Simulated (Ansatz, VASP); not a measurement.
# Two plane-wave programs on HfO2

File POSCAR:

```
HfO2
1.0
    5.1143242300      0.0000000000     -0.0061348300
    0.0000000000      5.1820367700      0.0000000000
   -0.8642961100      0.0000000000      5.2250493900
Hf O
4 8
Direct
    0.2761933800      0.0418425600      0.2082497300
    0.7238066200      0.5418425600      0.2917502700
    0.7238066200      0.9581574400      0.7917502700
    0.2761933800      0.4581574400      0.7082497300
    0.4479611800      0.7576546000      0.4784709000
    0.5520388200      0.2576546000      0.0215291000
    0.5520388200      0.2423454000      0.5215291000
    0.4479611800      0.7423454000      0.9784709000
    0.0700519000      0.3337584400      0.3440321200
    0.9299481000      0.8337584400      0.1559678800
    0.9299481000      0.6662415600      0.6559678800
    0.0700519000      0.1662415600      0.8440321200
```

File INCAR.step1:

```
SYSTEM = HfO2
  ALGO = Normal
  EDIFF = 1E-5
  ENCUT = 520
  GGA = PE
  ISIF = 2
  ISMEAR = -1
  LASPH = .TRUE.
  LREAL = .FALSE.
  LWAVE = .TRUE.
  NBANDS = 56
  NELM = 100
  PREC = Accurate
  SIGMA = 0.02
```

INCAR.step2

```
SYSTEM = HfO2
  ALGO = Normal
  EDIFF = 1E-6
  ENCUT = 520
  GGA = PE
  HFSCREEN = 0.2079
  ISIF = 2
  ISMEAR = -1
  ISTART = 1
  LASPH = .TRUE.
  LCHARG = .TRUE.
  LELF = .TRUE.
  LHFCALC = .TRUE.
  LREAL = .FALSE.
  LVHAR = .TRUE.
  LWAVE = .FALSE.
  NBANDS = 56
  NELM = 100
  PREC = Accurate
  PRECFOCK = Fast
  SIGMA = 0.02
```

The input KPOINTS:

```
k-points
0
G
  2 2 2
  0 0 0
```

Input for Ansatz:

```yaml
crystal:
  lattice:
    - [5.11432423, 0.0, -0.00613483]
    - [0.0, 5.18203677, 0.0]
    - [-0.86429611, 0.0, 5.22504939]
  atoms:
    - { symbol: Hf, position: [0.27619338, 0.04184256, 0.20824973] }
    - { symbol: Hf, position: [0.72380662, 0.54184256, 0.29175027] }
    - { symbol: Hf, position: [0.72380662, 0.95815744, 0.79175027] }
    - { symbol: Hf, position: [0.27619338, 0.45815744, 0.70824973] }
    - { symbol: O, position: [0.44796118, 0.7576546, 0.4784709] }
    - { symbol: O, position: [0.55203882, 0.2576546, 0.0215291] }
    - { symbol: O, position: [0.55203882, 0.2423454, 0.5215291] }
    - { symbol: O, position: [0.44796118, 0.7423454, 0.9784709] }
    - { symbol: O, position: [0.0700519, 0.33375844, 0.34403212] }
    - { symbol: O, position: [0.9299481, 0.83375844, 0.15596788] }
    - { symbol: O, position: [0.9299481, 0.66624156, 0.65596788] }
    - { symbol: O, position: [0.0700519, 0.16624156, 0.84403212] }
  symmetry: { tolerance: 0.0003 }
hamiltonian:
  xc: hse06
  pseudopotentials: { kind: paw, azcp: { folder: soft_1 } }
basis:
  ecutwfc: 420
magnetization:
  spin_polarized: false
scf:
  occupations: { method: fermi_dirac, width: 0.02 }
kpoints:
  mp_grid: { grid: [2, 2, 2], shift: [0, 0, 0] }
  band_path:
    path:
      - [0.0, 0.0, 0.0]
      - [0.0, 0.5, 0.0]
      - [0.0, 0.5, 0.5]
      - [0.0, 0.0, 0.5]
      - [0.0, 0.0, 0.0]
      - [-0.5, 0.0, 0.5]
      - [-0.5, 0.5, 0.5]
      - [0.0, 0.5, 0.0]
      - [-0.5, 0.5, 0.0]
      - [-0.5, 0.0, 0.0]
      - [0.0, 0.0, 0.0]
    npoints: 1
output:
  forces: true
  stress: true
  eigenvalues: true
  bader: true
  populations: true
  elf: true
  write_potential: true
  write_density: true
  volumetric_format: npy
  dos:
    e_range: [-12, 8]
    de: 0.05
    projected: { site_lists: { Hf: [Hf], O: [O] } }
    method: { smearing: { sigma: 0.1, scheme: gaussian } }
```

Alike in both runs: task single point; functional HSE06; k mesh 2 × 2 × 2; occupations fermi-dirac, width 0.02 eV; no spin polarisation.

|  | VASP | Ansatz |
| --- | --- | --- |
| version | VASP 6.6.1 | Ansatz 0.2.0 |
| potentials or method | VASP PAW PBE potentials, release 64 (Hf_pv, O), cutoff 520 eV | PAW plane waves |
| valence electrons in the cell | 88 | 152 |

|  | VASP | Ansatz | Ansatz less VASP |
| --- | --- | --- | --- |
| gap on the k mesh at the Fermi level (eV) | 5.60 | 5.69 | +0.093 |
| pressure (GPa) | -4.5 | 0.1 | +4.62 |
| traceless stress, the component that is largest in VASP (GPa) | -0.49 | -0.18 | +0.305 |
| rms of the force components (eV/Å) | 0.087 | 0.045 | -0.0420 |

Atom by atom the forces differ by 0.045 eV/Å (rms over components). One of these differences is far larger than is usual between the two programs; its cause wasn't traced. With one functional, cell and mesh, what is left measures potentials, basis and numerics. VASP's potentials hold 88 valence electrons a cell and Ansatz's 152, so a difference there can come from the potentials and not from the codes. Ansatz's warnings: stress exchange threshold loose, stress scf threshold loose.

The k mesh is coarse, so the values compare programs but aren't converged. Neither program's run includes spin-orbit coupling.
